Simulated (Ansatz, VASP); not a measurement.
## One calculation of VMo3S8, two programs

INCAR

```
PREC     = Accurate       # precision mode
ENCUT    = 520            # plane-wave cutoff, eV
EDIFF    = 1E-6           # SCF threshold, eV
ISMEAR   = 0              # smearing method
SIGMA    = 0.1            # smearing width, eV
LREAL    = F              # projectors in reciprocal space
LASPH    = T              # aspherical terms in the spheres
NELM     = 150            # most SCF steps
ALGO     = Normal         # electronic algorithm
ISIF     = 2              # what is computed and relaxed
LWAVE    = F              # write WAVECAR
LCHARG   = T              # write CHGCAR
ISPIN    = 2              # spin polarisation
MAGMOM   = -2 1 1 1 0 0 0 0 0 0 0 0 # initial moments
LORBIT   = 11             # projections on sites
LMAXMIX  = 4              # l up to which the mixer works
GGA      = PE             # functional
LELF     = T              # ELF
LVHAR    = T            
NBANDS   = 68             # bands
```

File KPOINTS:

```
regular mesh
0
Gamma
  6 6 1
```

File POSCAR:

```
VMo3S8
1.0
    3.4436735200      0.0000000000      0.0000000000
   -1.7218367600      2.9823087500      0.0000000000
    0.0000000000      0.0000000000     24.9952950800
V Mo S
1 3 8
Direct
    0.0000000000      0.0000000000      0.0000000000
    0.0000000000      0.0000000000      0.2500000000
    0.0000000000      0.0000000000      0.5000000000
    0.0000000000      0.0000000000      0.7500000000
    0.6666666700      0.3333333300      0.1901558300
    0.6666666700      0.3333333300      0.4401558300
    0.6666666700      0.3333333300      0.6901558300
    0.6666666700      0.3333333300      0.9401558300
    0.3333333300      0.6666666700      0.0598441700
    0.3333333300      0.6666666700      0.3098441700
    0.3333333300      0.6666666700      0.5598441700
    0.3333333300      0.6666666700      0.8098441700
```

Input for Ansatz:

```yaml
crystal:
  lattice:
    - [3.44367352, 0.0, 0.0]
    - [-1.72183676, 2.98230875, 0.0]
    - [0.0, 0.0, 24.99529508]
  atoms:
    - { symbol: V, position: [0.0, 0.0, 0.0], spin: -2.0 }
    - { symbol: Mo, position: [0.0, 0.0, 0.25], spin: 1.0 }
    - { symbol: Mo, position: [0.0, 0.0, 0.5], spin: 1.0 }
    - { symbol: Mo, position: [0.0, 0.0, 0.75], spin: 1.0 }
    - { symbol: S, position: [0.66666667, 0.33333333, 0.19015583] }
    - { symbol: S, position: [0.66666667, 0.33333333, 0.44015583] }
    - { symbol: S, position: [0.66666667, 0.33333333, 0.69015583] }
    - { symbol: S, position: [0.66666667, 0.33333333, 0.94015583] }
    - { symbol: S, position: [0.33333333, 0.66666667, 0.05984417] }
    - { symbol: S, position: [0.33333333, 0.66666667, 0.30984417] }
    - { symbol: S, position: [0.33333333, 0.66666667, 0.55984417] }
    - { symbol: S, position: [0.33333333, 0.66666667, 0.80984417] }
basis:
  ecutwfc: 420
kpoints:
  mp_grid: { grid: [6, 6, 1] }
hamiltonian:
  xc: pbe
scf:
  occupations: { method: gaussian, width: 0.1 }
  lower_state_search: "off"
output:
  forces: true
  stress: true
  eigenvalues: true
  populations: true
magnetization:
  spin_polarized: true
```

Alike in both runs: task single point; functional PBE; k mesh 6 × 6 × 1; occupations gaussian, width 0.1 eV; collinear spin.

|  | VASP | Ansatz |
| --- | --- | --- |
| version | VASP 6.6.1 | Ansatz 0.2.0 |
| potentials or method | VASP PAW PBE potentials, release 64 (V_sv, Mo_sv, S), cutoff 520 eV | scalar-relativistic, plane waves, PAW |
| valence electrons in the cell | 103 | 103 |

VASP gave:

```
gap on the k mesh at the Fermi level (eV)                     : none
pressure (GPa)                                                : -9.3
traceless stress, the component that is largest in VASP (GPa) : 4.08
rms of the force components (eV/Å)                            : 0.382
net moment per atom (μB)                                      : 0.09
size of the moment on the site where the two differ most (μB) : 1.26
```

Problem. What did Ansatz give for the same quantities?

Solution. gap on the k mesh at the Fermi level (eV): none; pressure (GPa): -9.2; traceless stress, the component that is largest in VASP (GPa): 4.04; rms of the force components (eV/Å): 0.383; net moment per atom (μB): 0.09; size of the moment on the site where the two differ most (μB): 1.17.

Site moments also hang on the region over which each program counts them. Atom by atom the forces differ by 0.002 eV/Å (rms over components). A gap of «none» marks a metal or a gap that the smearing closes.
